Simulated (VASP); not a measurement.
Input of a VASP 6.6.1 run:

The input POSCAR:

```
Si
1.0
    0.0000000000      2.7221188962      2.7221188962
    2.6684931539      0.0000000000      2.7221188962
    2.6684931539      2.7221188962      0.0000000000
Si
2
Direct
    0.0000000000      0.0000000000      0.0000000000
    0.2500000000      0.2500000000      0.2500000000
```

INCAR.step1

```
  PREC = Accurate
  ENCUT = 520
  ISMEAR = 0
  SIGMA = 0.01
  LREAL = False
  LASPH = True
  NELM = 80
  NBANDS = 11
  GGA = PE
  ALGO = Normal
  EDIFF = 1E-4
  LWAVE = True
  LCHARG = False
```

The input INCAR.step2:

```
  PREC = Accurate
  ENCUT = 520
  EDIFF = 1E-6
  ISMEAR = 0
  SIGMA = 0.01
  LREAL = False
  LASPH = True
  NELM = 80
  ALGO = Normal
  ISIF = 2
  LWAVE = False
  LCHARG = True
  METAGGA = R2SCAN
  LMIXTAU = True
  LELF = True
  LVHAR = True
  NBANDS = 11
  ISTART = 1
```

Contents of KPOINTS:

```
Automatic mesh
0
Gamma
  8 8 8
```

Potentials or basis: VASP PAW PBE potentials, release 64 (Si).

The run is started by

```bash
$ cat potpaw_PBE.64/Si/POTCAR > POTCAR
$ cp INCAR.step1 INCAR
$ mpirun -np 1 vasp_std > vasp.out
$ cp INCAR.step2 INCAR
$ mpirun -np 1 vasp_std > vasp.out
```

Question: What does it give for the pressure?

Answer: 1.8 GPa.

Question: Predict the band gap on the k mesh.

Answer: 0.57 eV, indirect (least direct gap 2.61 eV).

Stress tensor (GPa, compression positive):
```
3.14 0.00 0.00
0.00 1.07 0.00
0.00 0.00 1.07
```

Caveat: the cell differs from its parent crystal (uniaxial x strain -2.0%); the PAW data sets were made with another functional, which shifts forces and pressure a little. A k mesh can miss the band edges.
